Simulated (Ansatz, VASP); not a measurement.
## BeS: VASP beside Ansatz

```xyz
2
Lattice="0.0000 2.4343 2.4343 2.4343 0.0000 2.4343 2.4343 2.4343 0.0000" Properties=species:S:1:pos:R:3 pbc="T T T"
Be    0.0000    0.0000    0.0000
S     1.2172    1.2172    1.2172
```

Alike in both runs: task single point; functional PBE-based screened hybrid with a share of 0.2 of exact exchange and HFSCREEN = 0.5; k mesh 4 × 4 × 4; no spin polarisation.

|  | VASP | Ansatz |
| --- | --- | --- |
| version | VASP 6.6.1 | Ansatz 0.2.0 |
| potentials or method | VASP PAW PBE potentials, release 64 (Be, S) | plane waves |
| plane-wave cutoff (eV) | 520 | 420 |
| occupations | gaussian, width 0.01 eV | fixed |
| valence electrons in the cell | 8 | 8 |

|  | VASP | Ansatz | Ansatz less VASP |
| --- | --- | --- | --- |
| gap on the k mesh at the Fermi level (eV) | 3.49 | 3.50 | +0.005 |
| pressure (GPa) | 0.1 | 0.2 | +0.09 |

VASP's potentials were made for PBE, not for PBE-based screened hybrid. Ansatz's warnings: stress exchange threshold loose, stress scf threshold loose.

The k mesh is coarse, so the values compare programs but aren't converged.
